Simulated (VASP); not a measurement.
Write the native input for VASP 6.6.1 that does the following.

- Task: single point
- Functional: r2SCAN
- Potentials or basis: VASP PAW PBE potentials, release 64 (Mg, O)
- Cutoff: 520 eV
- k mesh: 10 × 10 × 10
- Occupations: gaussian, width 0.01 eV
- Spin: no spin polarisation
- Dipole correction: no
- Further INCAR settings: ALGO = Normal; EDIFF = 1e-06; NBANDS = 11

Crystal: MgO.

```
Mg O
1.0
     2.51737    0.00000    0.00000
     0.00000    2.62335    0.00000
     0.00000    0.00000    2.62335
Mg O
1 1
Direct
  0.00000 0.00000 0.00000
  0.50000 0.50000 0.50000
```

This cell differs from its parent crystal: uniaxial x strain -4.0%.

These files were run (other wordings do the same):

POSCAR

```
MgO
1.0
    2.5173658230      0.0000000000      0.0000000000
    0.0000000000      2.6233491278      0.0000000000
    0.0000000000      0.0000000000      2.6233491278
Mg O
1 1
Direct
    0.0000000000      0.0000000000      0.0000000000
    0.5000000000      0.5000000000      0.5000000000
```

INCAR.step1

```
SYSTEM = MgO
PREC = Accurate
ENCUT = 520
ISMEAR = 0
SIGMA = 0.01
LREAL = .False.
LASPH = .True.
NELM = 100
NBANDS = 11
GGA = PE
ALGO = Normal
EDIFF = 1E-4
LWAVE = .True.
LCHARG = .False.
```

INCAR.step2

```
SYSTEM = MgO
PREC = Accurate
ENCUT = 520
EDIFF = 1E-6
ISMEAR = 0
SIGMA = 0.01
LREAL = .False.
LASPH = .True.
NELM = 100
ALGO = Normal
ISIF = 2
LWAVE = .False.
LCHARG = .True.
METAGGA = R2SCAN
LMIXTAU = .True.
LELF = .True.
LVHAR = .True.
NBANDS = 11
ISTART = 1
```

KPOINTS

```
regular mesh
0
Gamma
  10 10 10
  0 0 0
```

Potentials or basis: VASP PAW PBE potentials, release 64 (Mg, O).

Launch:

```sh
$ cat potpaw_PBE.64/Mg/POTCAR potpaw_PBE.64/O/POTCAR > POTCAR
$ cp INCAR.step1 INCAR
$ mpirun -np 1 vasp_std > vasp.out
$ cp INCAR.step2 INCAR
$ mpirun -np 1 vasp_std > vasp.out
```

It gave:

The pressure is 6.1 GPa. The band gap on the k mesh is 3.49 eV, indirect (least direct gap 4.44 eV).

Caveat: the cell differs from its parent crystal (uniaxial x strain -4.0%); the PAW data sets were made with another functional, which shifts forces and pressure a little.

Wall time 40 s on 1 thread of Intel(R) Xeon(R) Platinum 8488C (Sapphire Rapids) (shared host), peak memory 0.14 GiB.
